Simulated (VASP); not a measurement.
# Ag (I4/mmm) in VASP: further runs

Runs on Ag. Level: r2SCAN. Tasks: single point.

Program: VASP 6.6.1. These are calculated values, not measurements. Logs are shortened: lines on timing, memory, paths and dates and some standing lists are left out, and cuts for length are marked.

**1. The cell of the first run**

The structure is tetragonal, space group I4/mmm (No. 139). Conventional cell: a = 3.187 Å, b = 3.187 Å, c = 3.350 Å, α = 90.00°, β = 90.00°, γ = 90.00°. Ag (site symmetry 4/mmm) has 14 Ag at 2.81 to 3.35 Å within 3.7 Å.

**2. Single point, r2SCAN (strain -0.025 along x and y, +0.025 along z)**

POSCAR

```
Ag
1.0
   -1.5934109572      1.5934109572      1.6751243396
    1.5934109572     -1.5934109572      1.6751243396
    1.5934109572      1.5934109572     -1.6751243396
Ag
1
Direct
    0.0000000000      0.0000000000      0.0000000000
```

INCAR.step1

```
ALGO = Normal ; EDIFF = 1E-4
ENCUT = 520 ; GGA = PE
ISMEAR = 0 ; LASPH = True
LCHARG = False ; LREAL = False
LWAVE = True ; NBANDS = 12
NELM = 60 ; PREC = Accurate
SIGMA = 0.15
```

INCAR.step2

```
ALGO = Normal ; EDIFF = 1E-7
ENCUT = 520 ; ISIF = 2
ISMEAR = 0 ; ISTART = 1
LASPH = True ; LCHARG = False
LMIXTAU = True ; LREAL = False
LWAVE = False ; METAGGA = R2SCAN
NBANDS = 12 ; NELM = 60
PREC = Accurate ; SIGMA = 0.15
```

KPOINTS

```
k-points
0
Gamma
  26 26 26
```

Potentials or basis: VASP PAW PBE potentials, release 64 (Ag).

On the command line:

```bash
$ cat potpaw_PBE.64/Ag/POTCAR > POTCAR
$ cp INCAR.step1 INCAR
$ mpirun -np 1 vasp_std > vasp.out
$ cp INCAR.step2 INCAR
$ mpirun -np 1 vasp_std > vasp.out
```

OUTCAR:

```text
EDIFF = 1E-7
   ENCUT = 520
   ISIF = 2
   ISMEAR = 0
   ISTART = 1
   LASPH = True
   LREAL = False
   METAGGA = R2SCAN
   NELM = 60
   PREC = Accurate

 ion  position               nearest neighbor table
   1  0.000  0.000  0.000-

  LATTYP: Found a body centered tetragonal cell.
 ALAT       =     3.1868219144
 C/A-ratio  =     1.0512820513

  Lattice vectors:

 A1 = (  -1.5934109572,   1.5934109572,   1.6751243396)
 A2 = (   1.5934109572,  -1.5934109572,   1.6751243396)
 A3 = (   1.5934109572,   1.5934109572,  -1.6751243396)

Analysis of symmetry for initial positions (statically):
=====================================================================
 Subroutine PRICEL returns:
 Original cell was already a primitive cell.

 Routine SETGRP: Setting up the symmetry group for a
 body centered tetragonal supercell.

 Subroutine GETGRP returns: Found 16 space group operations
 (whereof 16 operations were pure point group operations)
 out of a pool of 16 trial point group operations.

The static configuration has the point symmetry D_4h.

Analysis of symmetry for dynamics (positions and initial velocities):
=====================================================================
 Subroutine PRICEL returns:
 Original cell was already a primitive cell.

 Routine SETGRP: Setting up the symmetry group for a
 body centered tetragonal supercell.

 Subroutine GETGRP returns: Found 16 space group operations
 (whereof 16 operations were pure point group operations)
 out of a pool of 16 trial point group operations.

The dynamic configuration has the point symmetry D_4h.

 Subroutine INISYM returns: Found 16 space group operations
 (whereof 16 operations are pure point group operations),
 and found     1 'primitive' translations

----------------------------------------------------------------------------------------

                                     Primitive cell

  volume of cell :      17.0123

  direct lattice vectors                    reciprocal lattice vectors
    -1.593410957  1.593410957  1.675124340     0.000000000  0.313792244  0.298485305
     1.593410957 -1.593410957  1.675124340     0.313792244  0.000000000  0.298485305
     1.593410957  1.593410957 -1.675124340     0.313792244  0.313792244  0.000000000

  length of vectors
     2.807838761  2.807838761  2.807838761     0.433080882  0.433080882  0.443769247

  position of ions in fractional coordinates (direct lattice)
     0.000000000  0.000000000  0.000000000

  ion indices of the primitive-cell ions
   primitive index   ion index
                 1           1

----------------------------------------------------------------------------------------

 KPOINTS: k-points

Automatic generation of k-mesh.
 Grid dimensions read from file:
 generate k-points for:   26   26   26

 Generating k-lattice:

  Cartesian coordinates                     Fractional coordinates (reciprocal lattice)
     0.000000000  0.012068932  0.011480204     0.038461538  0.000000000  0.000000000
     0.012068932  0.000000000  0.011480204     0.000000000  0.038461538  0.000000000
     0.012068932  0.012068932  0.000000000     0.000000000  0.000000000  0.038461538

  Length of vectors
     0.016656957  0.016656957  0.017068048

  Shift w.r.t. Gamma in fractional coordinates (k-lattice)
     0.000000000  0.000000000  0.000000000

 Subroutine IBZKPT returns following result:
 ===========================================

 Found   1330 irreducible k-points:

 Following reciprocal coordinates:
            Coordinates               Weight
  0.000000  0.000000  0.000000      1.000000
  0.038462  0.000000  0.000000      8.000000
  0.076923  0.000000  0.000000      8.000000
  0.115385  0.000000 -0.000000      8.000000
  0.153846  0.000000 -0.000000      8.000000
  0.192308  0.000000 -0.000000      8.000000
[... 16 lines left out ...]
  0.346154  0.038462 -0.000000     16.000000
  0.384615  0.038462 -0.000000     16.000000
 [... further k-points ...]
   k-points           NKPTS =   1330   k-points in BZ     NKDIM =   1330   number of bands    NBANDS=     12
   number of dos      NEDOS =    301   number of ions     NIONS =      1
   total plane-waves  NPLWV =  13824
   dimension x,y,z NGX =    24 NGY =   24 NGZ =   24
   dimension x,y,z NGXF=    48 NGYF=   48 NGZF=   48
   ions per type =               1
   NGX,Y,Z   is equivalent  to a cutoff of  14.21, 14.21, 14.21 a.u.
   NGXF,Y,Z  is equivalent  to a cutoff of  28.42, 28.42, 28.42 a.u.
 SYSTEM =  unknown system
   PREC   = accura    normal or accurate (medium, high low for compatibility)
   ISTART =      1    job   : 0-new  1-cont  2-samecut
   ICHARG =      0    charge: 1-file 2-atom 10-const
   ISPIN  =      1    spin polarized calculation?
   LNONCOLLINEAR =      F non collinear calculations
   LSORBIT =      F    spin-orbit coupling
   LASPH  =      T    aspherical Exc in radial PAW
   ENCUT  =  520.0 eV  38.22 Ry    6.18 a.u.   5.22  5.22  5.22*2*pi/ulx,y,z
   NELM   =     60;   NELMIN=  2; NELMDL=  0     # of ELM steps
   EDIFF  = 0.1E-06   stopping-criterion for ELM
   LREAL  =      F    real-space projection
   EDIFFG = 0.1E-05   stopping-criterion for IOM
   NSW    =      0    number of steps for IOM
   IBRION =     -1    ionic relax: 0-MD 1-quasi-New 2-CG
   NFREE  =      0    steps in history (QN), initial steepest desc. (CG)
   ISIF   =      2    stress and relaxation
   ISYM   =      2    0-nonsym 1-usesym 2-fastsym
   POTIM  = 0.5000    time-step for ionic-motion
   TEBEG  =    0.0;   TEEND  =   0.0 temperature during run
   PSTRESS=    0.0 pullay stress
   NELECT =      11.0000    total number of electrons
   NUPDOWN=      -1.0000    fix difference up-down
   EMIN   =  10.00;   EMAX   =-10.00  energy-range for DOS
   EFERMI =   0.00;   METHOD = LEGACY
   ISMEAR =     0;   SIGMA  =   0.15  broadening in eV -4-tet -1-fermi 0-gaus
   EFERMI_NEDOS =   21; number of points for ismear=-14 and -15
   IALGO  =     38    algorithm
   IMIX   =      4    mixing-type and parameters
     AMIX     =   0.40;   BMIX     =  1.00
     AMIX_MAG =   1.60;   BMIX_MAG =  1.00
  volume/ion in A,a.u.               =      17.01       114.80
  Fermi-wavevector in a.u.,A,eV,Ry     =   1.415636  2.675164 27.266409  2.004024
  Thomas-Fermi vector in A             =   2.537054
   LORBIT       =      0    0 simple, 1 ext, 2 COOP (PROOUT), +10 PAW based schemes
   METAGGA = R2SCAN    functional components
   LHFCALC =     F    Hartree Fock is set to
   AEXX    =    0.0000 exact exchange contribution
   IVDW    =     0    specifies the selected vdW correction
   LEPSILON=     F    determine dielectric tensor
   LRPA    =     F    only Hartree local field effects (RPA)
 non-spin polarized calculation
 Gauss-broadening in eV      SIGMA  =   0.15
  energy-cutoff  :      520.00
  volume of cell :       17.01
 maximum number of plane-waves:       474
 NGX is ok and might be reduce to    24
   NGX = 11   NGY = 11   NGZ = 11

 number of electron      11.0000002 magnetization

 Free energy of the ion-electron system (eV)
  ---------------------------------------------------
  ext. energy  EPLUGINS =         0.00000000
  ---------------------------------------------------
  free energy    TOTEN  =       -21.32324906 eV

  energy without entropy =      -21.31975309  energy(sigma->0) =      -21.32150107

 E-fermi :   8.5005     XC(G=0): -12.9833

 val. band max:        8.5001853512   @ k =  -0.1538   0.4615   0.0769
 cond. band min:       8.5016055282   @ k =   0.3846   0.1154  -0.0000
 fundamental gap:      0.0014201770
 Fermi energy:         8.5005315602

 k-point     1 :       0.0000    0.0000    0.0000
  band No.  band energies     occupation
      1       0.4950      2.00000
      2       3.1301      2.00000
      3       3.1301      2.00000
      4       3.3551      2.00000
      5       4.4174      2.00000
      6       4.6642      2.00000
      7      26.6342      0.00000
      8      27.4879      0.00000
      9      27.4879      0.00000
     10      32.7814      0.00000
     11      33.6686      0.00000
     12      33.8211      0.00000

 k-point     2 :       0.0385    0.0000    0.0000
  band No.  band energies     occupation
      1       0.5452      2.00000
      2       3.1330      2.00000
      3       3.1385      2.00000
      4       3.3634      2.00000
      5       4.4086      2.00000
      6       4.6588      2.00000
      7      26.5883      0.00000
      8      27.3951      0.00000
      9      27.5214      0.00000
     10      32.0975      0.00000
     11      32.9951      0.00000
     12      33.8861      0.00000

 k-point     3 :       0.0769    0.0000    0.0000
  band No.  band energies     occupation
      1       0.6933      2.00000
      2       3.1421      2.00000
      3       3.1441      2.00000
      4       3.4075      2.00000
      5       4.3829      2.00000
      6       4.6455      2.00000
      7      26.3446      0.00000
      8      27.1506      0.00000
      9      27.6187      0.00000
     10      31.2327      0.00000
     11      32.0331      0.00000
     12      32.9674      0.00000

 k-point     4 :       0.1154    0.0000   -0.0000
  band No.  band energies     occupation
      1       0.9299      2.00000
      2       3.1171      2.00000
      3       3.1606      2.00000
      4       3.5171      2.00000
      5       4.3450      2.00000
      6       4.6302      2.00000
      7      25.6459      0.00000
      8      26.8613      0.00000
      9      27.7705      0.00000
     10      30.6593      0.00000
     11      31.2492      0.00000
     12      31.8747      0.00000

 k-point     5 :       0.1538    0.0000   -0.0000
  band No.  band energies     occupation
      1       1.2328      2.00000
      2       3.0590      2.00000
      3       3.2018      2.00000
      4       3.6892      2.00000
      5       4.3046      2.00000
      6       4.6178      2.00000
      7      24.4886      0.00000
      8      26.4814      0.00000
      9      27.9600      0.00000
     10      30.3926      0.00000
     11      30.7361      0.00000
     12      30.8462      0.00000
[... 228 lines left out ...]
      1       1.9826      2.00000
      2       2.7690      2.00000
      3       4.1050      2.00000
      4       4.2727      2.00000
      5       4.5886      2.00000
      6       4.8082      2.00000
      7      19.1951      0.00000
      8      24.2224      0.00000
      9      26.3986      0.00000
     10      29.0195      0.00000
     11      30.7818      0.00000
     12      32.7231      0.00000

 k-point    22 :       0.3077    0.0385   -0.0000
  band No.  band energies     occupation
      1       1.9533      2.00000
      2       2.6875      2.00000
      3       4.2964      2.00000
      4       4.5057      2.00000
      5       4.7002      2.00000
      6       5.3168      2.00000
      7      17.6338      0.00000
      8      23.7040      0.00000
      9      25.6250      0.00000
     10      29.1991      0.00000
     11      30.8051      0.00000
     12      33.6823      0.00000

 k-point    23 :       0.3462    0.0385   -0.0000
  band No.  band energies     occupation
      1       1.8880      2.00000
      2       2.6163      2.00000
      3       4.3255      2.00000
      4       4.5882      2.00000
      5       4.9954      2.00000
      6       6.0542      2.00000
      7      16.1359      0.00000
      8      23.2666      0.00000
      9      24.9469      0.00000
     10      29.3573      0.00000
     11      30.8818      0.00000
     12      34.3023      0.00000

 k-point    24 :       0.3846    0.0385   -0.0000
  band No.  band energies     occupation
      1       1.8192      2.00000
      2       2.5593      2.00000
      3       4.3445      2.00000
      4       4.6212      2.00000
      5       5.2434      2.00000
      6       6.9147      2.00000
      7      14.7454      0.00000
      8      22.9268      0.00000
      9      24.4047      0.00000
     10      29.4800      0.00000
     11      30.9854      0.00000
     12      33.9217      0.00000

 [... further k-points ...]
[... 5 lines left out ...]
  --------------------------------------------------------------------------------------
  -------------------------------------------------------------------------------------
  Total        0.2606634      0.2606634      0.3403761      0.0000000      0.0000000      0.0000000
  in kB       24.5486689     24.5486689     32.0558240      0.0000000      0.0000000      0.0000000
  external PRESSURE =      27.0510539 kB  Pullay stress =       0.0000000 kB

 VOLUME and BASIS-vectors are now :
 -----------------------------------------------------------------------------
  energy-cutoff  :      520.00
  volume of cell :       17.01
      direct lattice vectors                 reciprocal lattice vectors
    -1.593410957  1.593410957  1.675124340     0.000000000  0.313792244  0.298485305
     1.593410957 -1.593410957  1.675124340     0.313792244  0.000000000  0.298485305
     1.593410957  1.593410957 -1.675124340     0.313792244  0.313792244  0.000000000

 POSITION                                       TOTAL-FORCE (eV/Angst)
 -----------------------------------------------------------------------------------
      0.00000      0.00000      0.00000        -0.000000     -0.000000     -0.000000
 -----------------------------------------------------------------------------------
    total drift:                               -0.000000     -0.000000      0.000000

  FREE ENERGIE OF THE ION-ELECTRON SYSTEM (eV)
  ---------------------------------------------------
  free  energy   TOTEN  =       -21.3232490563 eV

  energy  without entropy=      -21.3197530928  energy(sigma->0) =      -21.32150107
```

Run time: 32 min. Hardware: 1 thread of Oxide Virtual Turin-like, shared host; peak memory 0.34 GiB.

Results:

```yaml
Free_energy: -21.3232 eV
Pressure: 2.7 GPa
Band_gap_on_the_k_mesh: zero (an odd number of electrons rules out a gap without spin polarisation)
```

Levels at points of the mesh, in eV from the Fermi level:
```csv
k point,band 4,band 5,band 6,band 7,band 8,band 9
"(0.00, 0.00, 0.00)",-5.15,-4.08,-3.84,18.13,18.99,18.99
"(0.50, 0.00, 0.00)",-3.80,-2.92,-0.13,4.12,14.17,15.54
"(0.50, 0.50, 0.00)",-3.74,-2.87,0.18,4.63,13.37,14.34
"(0.50, 0.50, 0.50)",-3.12,-3.12,6.25,7.74,7.74,12.60
```

Caveat: the cell differs from its parent crystal (strain -0.025 along x and y, +0.025 along z); the PAW data sets were made with another functional, which shifts forces and pressure a little.

(Continued in part 2 of 2.)

The gap in the log of VASP goes by the Fermi energy; the results here count the filled bands.